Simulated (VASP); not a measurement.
# Be27S in VASP: notebook

The runs below take Be27S through single point, with PBE.

All numbers are computed with VASP 6.6.1; they aren't measurements. Logs are shortened: lines on timing, memory, paths and dates and some standing lists are left out, and cuts for length are marked.

**1. The cell of the first run**

The cell holds a slab with vacuum, 28 atoms: a = 6.870 Å, b = 6.870 Å, c = 14.588 Å, α = 90.00°, β = 90.00°, γ = 60.00°.

**2. Single point, PBE**

Contents of INCAR:

```
SYSTEM = Be27S
PREC = Accurate
ENCUT = 520
EDIFF = 1E-7
ISMEAR = -1
SIGMA = 0.1
LREAL = Auto
LASPH = .True.
NELM = 100
ALGO = Normal
ISIF = 2
LWAVE = .False.
LCHARG = .True.
GGA = PE
LELF = .True.
LVHAR = .True.
NBANDS = 50
```

Contents of KPOINTS:

```
regular mesh
0
Gamma
  4 4 1
  0 0 0
```

Contents of POSCAR:

```
Be27S
1.0
    6.8700000000      0.0000000000      0.0000000000
    3.4350000000      5.9495950000      0.0000000000
    0.0000000000      0.0000000000     14.5884300000
Be S
27 1
Direct
    0.0000000000      0.0000000000      0.0685474722
    0.3333333333      0.0000000000      0.0685474722
    0.6666666667      0.0000000000      0.0685474722
    0.0000000280      0.3333332773      0.0685474722
    0.3333333613      0.3333332773      0.0685474722
    0.6666666947      0.3333332773      0.0685474722
   -0.0000000280      0.6666667227      0.0685474722
    0.3333333053      0.6666667227      0.0685474722
    0.6666666387      0.6666667227      0.0685474722
   -0.1106379327      0.2242080343      0.1957665767
    0.2129750619      0.2266129039      0.1936950721
    0.5555253748      0.2235574018      0.1949132977
   -0.1098374560      0.5530137766      0.1956043933
    0.2275789247      0.5549976091      0.1926191509
    0.5563388758      0.5548392790      0.1915322622
   -0.1113542909      0.8885120752      0.1914056550
    0.2283735308      0.8838127637      0.1927381493
    0.5547924428      0.8887455365      0.1949374264
    0.0063038132     -0.0099601738      0.3159795125
    0.3289988514      0.0059047717      0.3170352122
    0.6661255450      0.0002292593      0.3161789857
   -0.0053956467      0.3359729528      0.3271720123
    0.3290859038      0.3316514822      0.3169563826
    0.6650688307      0.3197345366      0.3192250297
    0.0064061496      0.6702467983      0.3160752734
    0.3279811808      0.6691712629      0.3204252959
    0.6647456355      0.6818400244      0.3184232985
    0.7251952418      0.4722197057      0.4252670781
```

Potentials or basis: VASP PAW PBE potentials, release 64 (Be, S).

The run is started by

```console
> cat potpaw_PBE.64/Be/POTCAR potpaw_PBE.64/S/POTCAR > POTCAR
> mpirun -np 1 vasp_std > vasp.out
```

OUTCAR:

```text
SYSTEM = Be27S
   PREC = Accurate
   ENCUT = 520
   EDIFF = 1E-7
   ISMEAR = -1
   LREAL = Auto
   LASPH = .True.
   NELM = 100
   ISIF = 2
   GGA = PE

 ion  position               nearest neighbor table
   1  0.000  0.000  0.069-  16 2.23  17 2.26  10 2.29   8 2.29   4 2.29   6 2.29   7 2.29   3 2.29
                             2 2.29
   2  0.333  0.000  0.069-  17 2.24  18 2.27  11 2.27   8 2.29   4 2.29   5 2.29   9 2.29   1 2.29
                             3 2.29
   3  0.667  0.000  0.069-  16 2.23  18 2.27  12 2.27   7 2.29   6 2.29   9 2.29   5 2.29   1 2.29
                             2 2.29
   4  0.000  0.333  0.069-  11 2.22  13 2.27  10 2.27   2 2.29   1 2.29   5 2.29   6 2.29   9 2.29
                             7 2.29
   5  0.333  0.333  0.069-  14 2.24  12 2.27  11 2.27   2 2.29   3 2.29   4 2.29   6 2.29   7 2.29
                             8 2.29
   6  0.667  0.333  0.069-  15 2.23  12 2.26  10 2.28   3 2.29   1 2.29   4 2.29   5 2.29   8 2.29
                             9 2.29
   7  1.000  0.667  0.069-  16 2.23  14 2.26  13 2.28   3 2.29   1 2.29   9 2.29   8 2.29   5 2.29
                             4 2.29
   8  0.333  0.667  0.069-  14 2.22  17 2.23  15 2.23   2 2.29   1 2.29   7 2.29   9 2.29   6 2.29
                             5 2.29
   9  0.667  0.667  0.069-  15 2.23  18 2.27  13 2.28   3 2.29   2 2.29   7 2.29   8 2.29   4 2.29
[... 22 lines left out ...]
                            26 2.32
  21  0.666  0.000  0.316-  24 2.19  27 2.19  18 2.21  12 2.21  16 2.25  23 2.30  20 2.30  19 2.30
                            25 2.30
  22  0.995  0.336  0.327-  28 2.15  20 2.29  23 2.29  10 2.31  13 2.31  24 2.32  27 2.33  11 2.34
                            19 2.34  25 2.34
  23  0.329  0.332  0.317-  11 2.23  12 2.23  20 2.24  14 2.25  24 2.27  25 2.27  22 2.29  21 2.30
                            26 2.32
  24  0.665  0.320  0.319-  28 2.02  12 2.19  21 2.19  10 2.24  23 2.27  19 2.31  22 2.32  15 2.33
                            26 2.36
  25  0.006  0.670  0.316-  19 2.20  26 2.21  14 2.23  16 2.24  13 2.24  23 2.27  21 2.30  27 2.31
                            22 2.34
  26  0.328  0.669  0.320-  25 2.21  19 2.21  17 2.26  14 2.26  23 2.32  20 2.32  15 2.32  27 2.36
                            24 2.36
  27  0.665  0.682  0.318-  28 2.02  18 2.18  21 2.19  13 2.24  20 2.27  25 2.31  15 2.32  22 2.33
                            26 2.36
  28  0.725  0.472  0.425-  27 2.02  24 2.02  22 2.15

  LATTYP: Found a hexagonal cell.
 ALAT       =     6.8700004122
 C/A-ratio  =     2.1234976892

  Lattice vectors:

 A1 = (  -3.4350000000,  -5.9495950000,   0.0000000000)
 A2 = (   6.8700000000,   0.0000000000,   0.0000000000)
 A3 = (   0.0000000000,   0.0000000000,  14.5884300000)

Analysis of symmetry for initial positions (statically):
=====================================================================
 Subroutine PRICEL returns:
 Original cell was already a primitive cell.

 Routine SETGRP: Setting up the symmetry group for a
 hexagonal supercell.

 Subroutine GETGRP returns: Found  1 space group operations
 (whereof  1 operations were pure point group operations)
 out of a pool of 24 trial point group operations.

The static configuration has the point symmetry C_1 .

Analysis of symmetry for dynamics (positions and initial velocities):
=====================================================================
 Subroutine PRICEL returns:
 Original cell was already a primitive cell.

 Routine SETGRP: Setting up the symmetry group for a
 hexagonal supercell.

 Subroutine GETGRP returns: Found  1 space group operations
 (whereof  1 operations were pure point group operations)
 out of a pool of 24 trial point group operations.

The dynamic configuration has the point symmetry C_1 .

 Subroutine INISYM returns: Found  1 space group operations
 (whereof  1 operations are pure point group operations),
 and found     1 'primitive' translations

----------------------------------------------------------------------------------------

                                     Primitive cell

  volume of cell :     596.2834

  direct lattice vectors                    reciprocal lattice vectors
     6.870000000  0.000000000  0.000000000     0.145560408 -0.084039334  0.000000000
[... 68 lines left out ...]

 KPOINTS: regular mesh

Automatic generation of k-mesh.
 Grid dimensions read from file:
 generate k-points for:    4    4    1

 Generating k-lattice:

  Cartesian coordinates                     Fractional coordinates (reciprocal lattice)
     0.036390102 -0.021009833  0.000000000     0.250000000 -0.000000000  0.000000000
     0.000000000  0.042019667  0.000000000     0.000000000  0.250000000  0.000000000
     0.000000000  0.000000000  0.068547472     0.000000000  0.000000000  1.000000000

  Length of vectors
     0.042019669  0.042019667  0.068547472

  Shift w.r.t. Gamma in fractional coordinates (k-lattice)
     0.000000000  0.000000000  0.000000000

 Subroutine IBZKPT returns following result:
 ===========================================

 Found     10 irreducible k-points:

 Following reciprocal coordinates:
            Coordinates               Weight
  0.000000  0.000000  0.000000      1.000000
  0.250000 -0.000000  0.000000      2.000000
  0.250000  0.250000  0.000000      2.000000
  0.000000  0.250000  0.000000      2.000000
  0.500000 -0.000000  0.000000      1.000000
  0.500000  0.500000  0.000000      1.000000
  0.000000  0.500000  0.000000      1.000000
  0.500000  0.250000  0.000000      2.000000
  0.250000  0.500000  0.000000      2.000000
 -0.250000  0.250000  0.000000      2.000000
   k-points           NKPTS =     10   k-points in BZ     NKDIM =     10   number of bands    NBANDS=     50
   number of dos      NEDOS =    301   number of ions     NIONS =     28
   total plane-waves  NPLWV = 314928
   dimension x,y,z NGX =    54 NGY =   54 NGZ =  108
   dimension x,y,z NGXF=   108 NGYF=  108 NGZF=  216
   ions per type =              27   1
   NGX,Y,Z   is equivalent  to a cutoff of  13.07, 13.07, 12.31 a.u.
   NGXF,Y,Z  is equivalent  to a cutoff of  26.13, 26.13, 24.61 a.u.
 SYSTEM =  Be27S
   PREC   = accura    normal or accurate (medium, high low for compatibility)
   ISTART =      0    job   : 0-new  1-cont  2-samecut
   ICHARG =      2    charge: 1-file 2-atom 10-const
   ISPIN  =      1    spin polarized calculation?
   LNONCOLLINEAR =      F non collinear calculations
   LSORBIT =      F    spin-orbit coupling
   LASPH  =      T    aspherical Exc in radial PAW
   ENCUT  =  520.0 eV  38.22 Ry    6.18 a.u.  12.77 12.77 27.12*2*pi/ulx,y,z
   NELM   =    100;   NELMIN=  2; NELMDL= -5     # of ELM steps
   EDIFF  = 0.1E-06   stopping-criterion for ELM
   LREAL  =      T    real-space projection
   EDIFFG = 0.1E-05   stopping-criterion for IOM
   NSW    =      0    number of steps for IOM
   IBRION =     -1    ionic relax: 0-MD 1-quasi-New 2-CG
   NFREE  =      0    steps in history (QN), initial steepest desc. (CG)
   ISIF   =      2    stress and relaxation
   ISYM   =      2    0-nonsym 1-usesym 2-fastsym
   POTIM  = 0.5000    time-step for ionic-motion
   TEBEG  =    0.0;   TEEND  =   0.0 temperature during run
   PSTRESS=    0.0 pullay stress
   NELECT =      60.0000    total number of electrons
   NUPDOWN=      -1.0000    fix difference up-down
   EMIN   =  10.00;   EMAX   =-10.00  energy-range for DOS
   EFERMI =   0.00;   METHOD = LEGACY
   ISMEAR =    -1;   SIGMA  =   0.10  broadening in eV -4-tet -1-fermi 0-gaus
   EFERMI_NEDOS =   21; number of points for ismear=-14 and -15
   IALGO  =     38    algorithm
   IMIX   =      4    mixing-type and parameters
     AMIX     =   0.40;   BMIX     =  1.00
     AMIX_MAG =   1.60;   BMIX_MAG =  1.00
  volume/ion in A,a.u.               =      21.30       143.71
  Fermi-wavevector in a.u.,A,eV,Ry     =   0.761449  1.438931  7.888727  0.579805
  Thomas-Fermi vector in A             =   1.860692
   LORBIT       =      0    0 simple, 1 ext, 2 COOP (PROOUT), +10 PAW based schemes
   GGA     = PE    functional components
   LHFCALC =     F    Hartree Fock is set to
   AEXX    =    0.0000 exact exchange contribution
   IVDW    =     0    specifies the selected vdW correction
   LEPSILON=     F    determine dielectric tensor
   LRPA    =     F    only Hartree local field effects (RPA)
 non-spin polarized calculation
  energy-cutoff  :      520.00
  volume of cell :      596.28
 maximum number of plane-waves:     16072
 NGX is ok and might be reduce to    54
   NGX = 25   NGY = 25   NGZ = 55

 number of electron      59.9999999 magnetization

 Free energy of the ion-electron system (eV)
  ---------------------------------------------------
  ext. energy  EPLUGINS =         0.00000000
  ---------------------------------------------------
  free energy    TOTEN  =       -98.30663853 eV

  energy without entropy =      -98.04677861  energy(sigma->0) =      -98.17670857

 E-fermi :  -0.5494     XC(G=0):  -5.5011

 val. band max:       -0.5737195255   @ k =   0.0000   0.2500   0.0000
 cond. band min:      -0.5477678227   @ k =   0.2500  -0.0000   0.0000
 fundamental gap:      0.0259517029
 Fermi energy:        -0.5493868713

 k-point     1 :       0.0000    0.0000    0.0000
  band No.  band energies     occupation
      1     -13.9234      2.00000
      2     -10.1508      2.00000
      3      -7.9259      2.00000
      4      -7.1534      2.00000
      5      -7.1126      2.00000
      6      -7.0850      2.00000
[... 439 lines left out ...]
     41       3.3520      0.00000
     42       3.6571      0.00000
 [bands above 42 left out]

------------------------ aborting loop because EDIFF is reached ----------------------------------------

  FORCE on cell =-STRESS in cart. coord.  units (eV):
  Direction    XX          YY          ZZ          XY          YZ          ZX
  --------------------------------------------------------------------------------------
  -------------------------------------------------------------------------------------
  Total      -17.5922796    -15.5224954      0.2600916      1.7482622      0.0023453     -0.0504638
  in kB      -47.2693908    -41.7080058      0.6988505      4.6974748      0.0063018     -0.1355931
  external PRESSURE =     -29.4261821 kB  Pullay stress =       0.0000000 kB

 VOLUME and BASIS-vectors are now :
 -----------------------------------------------------------------------------
  energy-cutoff  :      520.00
  volume of cell :      596.28
      direct lattice vectors                 reciprocal lattice vectors
     6.870000000  0.000000000  0.000000000     0.145560408 -0.084039334  0.000000000
     3.435000000  5.949595000  0.000000000     0.000000000  0.168078668  0.000000000
     0.000000000  0.000000000 14.588430000     0.000000000  0.000000000  0.068547472

 POSITION                                       TOTAL-FORCE (eV/Angst)
 -----------------------------------------------------------------------------------
      0.00000      0.00000      1.00000         0.059760      0.267499     -0.017488
      2.29000      0.00000      1.00000        -0.041197     -0.083040     -0.097556
      4.58000      0.00000      1.00000         0.038160     -0.023666     -0.085369
      1.14500      1.98320      1.00000         0.052944     -0.035832      0.132726
      3.43500      1.98320      1.00000         0.048943      0.074232     -0.094593
      5.72500      1.98320      1.00000        -0.175185     -0.219176      0.023045
[... 20 lines left out ...]
      6.90892      4.05667      4.64530        -0.003154      0.005487      0.002681
      6.60417      2.80952      6.20398        -0.026624     -0.008375      0.041413
 -----------------------------------------------------------------------------------
    total drift:                                0.000609     -0.000389      0.002049

  FREE ENERGIE OF THE ION-ELECTRON SYSTEM (eV)
  ---------------------------------------------------
  free  energy   TOTEN  =       -98.3066385262 eV

  energy  without entropy=      -98.0467786138  energy(sigma->0) =      -98.17670857
```

Wall time 7 min (1 thread of Intel Xeon 6975P-C (Granite Rapids), shared host); peak memory 0.7 GiB.

What came out:

| Item | Value |
| --- | --- |
| Free energy | -98.3066 eV |
| Largest force | 0.287 eV/Å |
| Band gap on the k mesh | zero (bands 30 and 31 overlap by 0.60 eV) |

Forces on the atoms (eV/Å):
```
Be   0.060  0.267 -0.017
Be  -0.041 -0.083 -0.098
Be   0.038 -0.024 -0.085
Be   0.053 -0.036  0.133
Be   0.049  0.074 -0.095
Be  -0.175 -0.219  0.023
Be  -0.203 -0.182 -0.020
Be   0.121 -0.069  0.094
Be   0.100  0.269  0.016
Be   0.010  0.006 -0.008
Be  -0.011  0.001 -0.004
Be  -0.001 -0.012  0.004
Be   0.001 -0.010 -0.008
Be   0.015  0.004  0.001
Be  -0.012  0.006 -0.001
Be  -0.008  0.009 -0.001
Be   0.000 -0.012  0.000
Be   0.006  0.002 -0.002
Be   0.002 -0.005  0.007
Be   0.001  0.000  0.004
Be   0.004  0.008  0.011
Be  -0.002 -0.003 -0.011
Be   0.005  0.000  0.007
Be   0.002  0.013 -0.001
Be   0.004  0.000  0.005
Be   0.011 -0.004  0.003
Be  -0.003  0.005  0.003
S   -0.027 -0.008  0.041
```

Levels at points of the mesh, in eV from the Fermi level:
```csv
k point,band 28,band 29,band 30,band 31,band 32,band 33
"(0.00, 0.00, 0.00)",-0.33,-0.21,0.54,0.55,0.80,0.86
"(0.50, 0.00, 0.00)",-0.51,-0.38,-0.20,-0.06,0.29,0.71
"(0.50, 0.50, 0.00)",-0.58,-0.29,-0.18,-0.06,0.29,0.67
"(0.00, 0.50, 0.00)",-0.58,-0.28,-0.18,-0.06,0.28,0.67
```

**3. Single point, PBE**

Contents of INCAR:

```
SYSTEM = Be27S
PREC = Accurate ; ENCUT = 520
EDIFF = 1E-7 ; ISMEAR = -1
SIGMA = 0.1 ; LREAL = Auto
LASPH = .TRUE. ; NELM = 100
ALGO = Normal ; ISIF = 2
LWAVE = .FALSE. ; LCHARG = .FALSE.
GGA = PE ; NBANDS = 50
```

Contents of KPOINTS:

```
regular mesh
0
G
  4 4 1
  0 0 0
```

Contents of POSCAR:

```
Be27S
1.0
    6.8700000000      0.0000000000      0.0000000000
    3.4350000000      5.9495950000      0.0000000000
    0.0000000000      0.0000000000     14.5884300000
Be S
27 1
Direct
    0.0000000000      0.0000000000      0.0685474722
    0.3333333333      0.0000000000      0.0685474722
    0.6666666667      0.0000000000      0.0685474722
    0.0000000280      0.3333332773      0.0685474722
    0.3333333613      0.3333332773      0.0685474722
    0.6666666947      0.3333332773      0.0685474722
   -0.0000000280      0.6666667227      0.0685474722
    0.3333333053      0.6666667227      0.0685474722
    0.6666666387      0.6666667227      0.0685474722
   -0.1086887984      0.2239449912      0.1960396698
    0.2136175924      0.2262224572      0.1918479919
    0.5544899243      0.2229849259      0.1949630632
   -0.1079368473      0.5513380323      0.1959737271
    0.2308944204      0.5541980589      0.1942425607
    0.5587394843      0.5536785277      0.1899736983
   -0.1112432092      0.8886421681      0.1913207933
    0.2315384491      0.8814410056      0.1943234467
    0.5538695716      0.8901115118      0.1949724542
    0.0080820543     -0.0108141815      0.3161607520
    0.3278764206      0.0083202302      0.3171617508
    0.6681136756     -0.0007528244      0.3159897261
   -0.0093540862      0.3380383034      0.3268067914
    0.3281189134      0.3303318965      0.3170829897
    0.6684307482      0.3138971644      0.3172272136
    0.0082805868      0.6694452311      0.3162178521
    0.3378064288      0.6643615238      0.3252126514
    0.6682561972      0.6843746507      0.3167880985
    0.6827183917      0.4934374525      0.4232380044
```

Potentials or basis: VASP PAW PBE potentials, release 64 (Be, S).

The run is started by

```console
> cat potpaw_PBE.64/Be/POTCAR potpaw_PBE.64/S/POTCAR > POTCAR
> mpirun -np 1 vasp_std > vasp.out
```

Wall time 6.2 min (1 thread of Intel Xeon 6975P-C (Granite Rapids), shared host); peak memory 0.71 GiB.

Results (log left out):

```yaml
Free_energy: -98.3404 eV
Largest_force: 0.301 eV/Å
Band_gap_on_the_k_mesh: zero (bands 30 and 31 overlap by 0.55 eV)
```

Forces in eV/Å, atoms in the order of the input:
```
Be   0.123  0.197 -0.027
Be  -0.029 -0.161 -0.094
Be   0.012 -0.008 -0.069
Be  -0.052  0.027  0.161
Be   0.122  0.104 -0.090
Be  -0.145 -0.260  0.003
Be  -0.110 -0.201 -0.030
Be   0.026 -0.014  0.110
Be   0.152  0.260  0.000
Be   0.016 -0.003 -0.004
Be  -0.013  0.009 -0.015
Be  -0.004 -0.015 -0.001
Be   0.010 -0.010 -0.005
Be   0.037 -0.002  0.020
Be   0.011 -0.003 -0.029
Be  -0.005  0.002  0.004
Be   0.016 -0.031  0.021
Be   0.010  0.009  0.000
Be   0.012 -0.019  0.010
Be   0.003  0.013  0.007
Be   0.017  0.002  0.005
Be  -0.069  0.037  0.041
Be  -0.012 -0.004  0.009
Be  -0.015 -0.011 -0.014
Be   0.019  0.000  0.008
Be   0.045 -0.023  0.066
Be   0.020  0.050 -0.052
S   -0.198  0.058 -0.035
```

Levels at points of the mesh, in eV from the Fermi level:
| k point | band 26 | band 27 | band 28 | band 29 | band 30 | band 31 | band 32 | band 33 | band 34 | band 35 |
| --- | --- | --- | --- | --- | --- | --- | --- | --- | --- | --- |
| (0.00, 0.00, 0.00) | -0.41 | -0.38 | -0.28 | -0.18 | 0.45 | 0.48 | 0.78 | 0.88 | 1.16 | 1.59 |
| (0.50, 0.00, 0.00) | -1.11 | -0.91 | -0.50 | -0.39 | -0.21 | -0.09 | 0.36 | 0.73 | 1.56 | 2.12 |
| (0.50, 0.50, 0.00) | -1.06 | -0.85 | -0.60 | -0.30 | -0.19 | -0.07 | 0.36 | 0.69 | 1.75 | 2.27 |
| (0.00, 0.50, 0.00) | -1.06 | -0.85 | -0.60 | -0.30 | -0.19 | -0.07 | 0.36 | 0.69 | 1.75 | 2.28 |
